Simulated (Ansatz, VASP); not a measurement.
SrTiO3 in VASP and in Ansatz

File INCAR:

```
SYSTEM = SrTiO3
  ALGO = Normal
  EDIFF = 1E-6
  ENCUT = 520
  GGA = PE
  ISIF = 2
  ISMEAR = 0
  LASPH = .True.
  LCHARG = .False.
  LREAL = .False.
  LWAVE = .False.
  NBANDS = 51
  NELM = 100
  PREC = Accurate
  SIGMA = 0.05
```

The input KPOINTS:

```
k-points
0
Gamma
  8 8 8
  0 0 0
```

Contents of POSCAR:

```
SrTiO3
1.0
   -2.8053535763      2.8053535763      3.9861946828
    2.8053535763     -2.8053535763      3.9861946828
    2.8053535763      2.8053535763     -3.9861946828
Sr Ti O
2 2 6
Direct
    0.7500000000      0.2500000000      0.5000000000
    0.2500000000      0.7500000000      0.5000000000
    0.0000000000      0.0000000000      0.0000000000
    0.5000000000      0.5000000000      0.0000000000
    0.2500000000      0.2500000000      0.0000000000
    0.7500000000      0.7500000000      0.0000000000
    0.7280787197      0.2280787197      0.9561574394
    0.2280787197      0.2719212803      0.5000000000
    0.2719212803      0.7719212803      0.0438425606
    0.7719212803      0.7280787197      0.5000000000
```

Input for Ansatz:

```yaml
crystal:
  lattice:
    - [-2.8053535763, 2.8053535763, 3.9861946828]
    - [2.8053535763, -2.8053535763, 3.9861946828]
    - [2.8053535763, 2.8053535763, -3.9861946828]
  atoms:
    - { symbol: Sr, position: [0.75, 0.25, 0.5] }
    - { symbol: Sr, position: [0.25, 0.75, 0.5] }
    - { symbol: Ti, position: [0.0, 0.0, 0.0] }
    - { symbol: Ti, position: [0.5, 0.5, 0.0] }
    - { symbol: O, position: [0.25, 0.25, 0.0] }
    - { symbol: O, position: [0.75, 0.75, 0.0] }
    - { symbol: O, position: [0.7280787197, 0.2280787197, 0.9561574394] }
    - { symbol: O, position: [0.2280787197, 0.2719212803, 0.5] }
    - { symbol: O, position: [0.2719212803, 0.7719212803, 0.0438425606] }
    - { symbol: O, position: [0.7719212803, 0.7280787197, 0.5] }
basis:
  ecutwfc: 520.0
kpoints:
  mp_grid: { grid: [8, 8, 8] }
hamiltonian:
  xc: pbe
  pseudopotentials: { kind: paw, azcp: { folder: soft_1 } }
scf:
  occupations: { method: gaussian, width: 0.05 }
output:
  forces: true
  stress: true
  eigenvalues: true
  write_density: true
  write_potential: true
  elf: true
  volumetric_format: npy
```

Change from the starting cell: equal engineering shear yz, xz and xy +0.0000, equal normal strain along x, y and z +0.0100.

Alike in both runs: task single point; functional PBE; k mesh 8 × 8 × 8; occupations gaussian, width 0.05 eV; no spin polarisation.

|  | VASP | Ansatz |
| --- | --- | --- |
| version | VASP 6.6.1 | Ansatz 0.2.0 |
| potentials or method | VASP PAW PBE potentials, release 64 (Sr_sv, Ti_sv, O), cutoff 520 eV | scalar-relativistic, plane waves, PAW |
| valence electrons in the cell | 80 | 80 |

```csv
,VASP,Ansatz,Ansatz less VASP
gap on the k mesh at the Fermi level (eV),1.84,1.87,+0.031
least direct gap on the mesh (eV),1.84,1.87,+0.031
pressure (GPa),-4.2,-4.8,-0.56
"traceless stress, the component that is largest in VASP (GPa)",-0.04,-0.06,-0.013
rms of the force components (eV/Å),0.007,0.006,-0.0013
```

Atom by atom the forces differ by 0.001 eV/Å (rms over components). With one functional, cell and mesh, what is left measures potentials, basis and numerics.
